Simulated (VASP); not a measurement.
Set up this calculation in VASP 6.6.1, as the native input.

```yaml
Task: single point
Functional: PBEsol
Potentials_or_basis: VASP PAW PBE potentials, release 64 (Ta_pv, Si)
Cutoff: 520 eV
k_mesh: 10 × 10 × 10
Occupations: gaussian, width 0.1 eV
Spin: no spin polarisation
Dipole_correction: no
Further_INCAR_settings: ALGO = Fast; EDIFF = 1e-06; NBANDS = 35
```

The structure of Ta2Si lies in POSCAR:

```
Ta2Si
1.0
   -3.0077672889      3.0077672889      2.4651306665
    3.0077672889     -3.0077672889      2.4651306665
    3.0077672889      3.0077672889     -2.4651306665
Ta Si
4 2
Direct
    0.6623622555      0.8376377445      0.5000000000
    0.8376377445      0.3376377445      0.1752754891
    0.3376377445      0.1623622555      0.5000000000
    0.1623622555      0.6623622555      0.8247245109
    0.2500000000      0.2500000000      0.0000000000
    0.7500000000      0.7500000000      0.0000000000
```

These files were run (other wordings do the same):

INCAR

```
SYSTEM = Ta2Si
PREC     = Accurate       ! precision mode
ENCUT    = 520            ! plane-wave cutoff, eV
EDIFF    = 1E-6           ! SCF threshold, eV
ISMEAR   = 0              ! smearing method
SIGMA    = 0.1            ! smearing width, eV
LREAL    = .False.        ! projectors in reciprocal space
LASPH    = .True.         ! aspherical terms in the spheres
NELM     = 80             ! most SCF steps
ALGO     = Fast           ! electronic algorithm
ISIF     = 2              ! what is computed and relaxed
LWAVE    = .False.        ! write WAVECAR
LCHARG   = .False.        ! write CHGCAR
GGA      = PS             ! functional
NBANDS   = 35             ! bands
```

KPOINTS

```
Automatic mesh
0
Gamma
  10 10 10
  0 0 0
```

Potentials or basis: VASP PAW PBE potentials, release 64 (Ta_pv, Si).

Launch:

```bash
$ cat potpaw_PBE.64/Ta_pv/POTCAR potpaw_PBE.64/Si/POTCAR > POTCAR
$ mpirun -np 1 vasp_std > vasp.out
```

Results of the run:

| Property | Result |
| --- | --- |
| Pressure | 16.4 GPa |
| Largest force | 0.007 eV/Å |
| Band gap on the k mesh | zero (bands 26 and 27 overlap by 0.84 eV) |

Caveat: the cell stands under pressure; the PAW data sets were made with another functional, which shifts forces and pressure a little; spin-orbit coupling is left out, which moves the levels of the heavy elements.

Run time: 3.7 min on 1 thread of Intel(R) Xeon(R) Platinum 8559C (Emerald Rapids), with other jobs on the host, peak memory 0.42 GiB.
